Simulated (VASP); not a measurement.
Here is a VASP 6.6.1 calculation.

File INCAR:

```
  PREC = Accurate
  ENCUT = 520
  EDIFF = 1E-7
  ISMEAR = 0
  SIGMA = 0.1
  LREAL = False
  LASPH = True
  NELM = 80
  ALGO = Normal
  ISIF = 2
  LWAVE = False
  LCHARG = False
  GGA = PE
  NBANDS = 16
```

The input KPOINTS:

```
regular mesh
0
Gamma
  14 14 14
```

File POSCAR:

```
CoSi2
1.0
    0.0000000000      2.6749846192      2.6749846192
    2.6749846192      0.0000000000      2.6749846192
    2.6749846192      2.6749846192      0.0000000000
Co Si
1 2
Direct
    0.0000000000      0.0000000000      0.0000000000
    0.2500000000      0.2500000000      0.2500000000
    0.7500000000      0.7500000000      0.7500000000
```

Potentials or basis: VASP PAW PBE potentials, release 64 (Co, Si).

The run is started by

```sh
$ cat potpaw_PBE.64/Co/POTCAR potpaw_PBE.64/Si/POTCAR > POTCAR
$ mpirun -np 1 vasp_std > vasp.out
```

(1) What does it give for the pressure?

## Answers

(1) 0.9 GPa.
